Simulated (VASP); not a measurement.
Write the native input for VASP 6.6.1 that does the following.

* Task: single point
* Functional: PBE
* Dispersion: D3(BJ)
* Potentials or basis: VASP PAW PBE potentials, release 64 (Al)
* Cutoff: 520 eV
* k mesh: 20 × 20 × 20
* Occupations: gaussian, width 0.15 eV
* Spin: no spin polarisation
* Dipole correction: no
* Further INCAR settings: ALGO = Fast; EDIFF = 1e-06; NBANDS = 8

The structure of Al lies in POSCAR:

```
Al
1.0
    0.0000000000      1.9910220790      1.8980413479
    1.9910220790      0.0000000000      1.8980413479
    1.9910220790      1.9910220790      0.0000000000
Al
1
Direct
    0.0000000000      0.0000000000      0.0000000000
```

This cell differs from its parent crystal: engineering shear strain xz +0.0000, normal strain along z -0.0467.

The input as run:

INCAR

```
  PREC = Accurate
  ENCUT = 520
  EDIFF = 1E-6
  ISMEAR = 0
  SIGMA = 0.15
  LREAL = False
  LASPH = True
  NELM = 100
  ALGO = Fast
  ISIF = 2
  LWAVE = False
  LCHARG = False
  GGA = PE
  IVDW = 12
  NBANDS = 8
```

KPOINTS

```
Automatic mesh
0
Gamma
  20 20 20
```

Potentials or basis: VASP PAW PBE potentials, release 64 (Al).

Command:

```console
$ cat potpaw_PBE.64/Al/POTCAR > POTCAR
$ mpirun -np 1 vasp_std > vasp.out
```

Results of the run:

* Pressure: 4.8 GPa
* Band gap on the k mesh: zero (an odd number of electrons rules out a gap without spin polarisation)
* Dispersion energy per atom: -0.370 eV

Caveat: the cell differs from its parent crystal (engineering shear strain xz +0.0000, normal strain along z -0.0467); the cell stands under pressure.

Wall time 20 s on 1 thread of Intel(R) Xeon(R) 6975P-C (Granite Rapids), with other jobs on the host, peak memory 0.18 GiB.
